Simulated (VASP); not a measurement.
BN: single point with PBE+D3(BJ)

The system is BN.

```xyz
2
Lattice="0.0000 3.4898 2.1688 1.2538 0.0000 2.1688 1.2538 3.4898 0.0000" Properties=species:S:1:pos:R:3 pbc="T T T"
B     1.2538    3.4898    0.0005
N     1.2538    3.4898    2.8915
```

This cell differs from its parent crystal: strain +0.0450 x Voigt [0, 1, 0, 0, 0, 0].

```yaml
Program: VASP 6.6.1
Task: single point
Functional: PBE
Dispersion: D3(BJ)
Potentials_or_basis: VASP PAW PBE potentials, release 64 (B, N)
Cutoff: 520 eV
k_mesh: 12 × 12 × 12
Occupations: gaussian, width 0.05 eV
Spin: no spin polarisation
```

```yaml
Pressure: -0.2 GPa
Largest_force: 0.005 eV/Å
Band_gap_on_the_k_mesh: 3.84 eV (least direct gap 4.54 eV)
Dispersion_energy_per_atom: -0.133 eV
```

Forces on the atoms (eV/Å):
```
B    0.000  0.000 -0.005
N    0.000  0.000  0.005
```

Stress tensor (GPa, compression positive):
```
 0.19  0.00  0.00
 0.00 -1.12  0.00
 0.00  0.00  0.47
```

Levels at points of the mesh, in eV from the valence-band top:
```
           k point  band 1  band 2  band 3  band 4  band 5  band 6  band 7  band 8
(0.00, 0.00, 0.00)  -17.84   -4.45   -1.43   -1.42    4.87   11.47   11.53   12.92
(0.50, 0.00, 0.00)  -14.67   -8.97   -4.21   -1.01    4.62    9.78   13.31   15.61
(0.50, 0.50, 0.00)  -14.71   -9.06   -4.21   -0.51    5.77    9.36   12.23   13.70
(0.50, 0.00, 0.50)  -17.65   -6.10   -1.45   -1.41    9.58   11.43   11.49   11.84
(0.00, 0.50, 0.50)  -14.60   -8.87   -4.25   -1.46    3.84    9.83   14.49   18.45
```

It took 73 s on 1 thread of Intel Xeon 8259CL, on a shared host, peak memory 0.2 GiB.

Caveat: the cell differs from its parent crystal (strain +0.0450 x Voigt [0, 1, 0, 0, 0, 0]). A k mesh can miss the band edges.
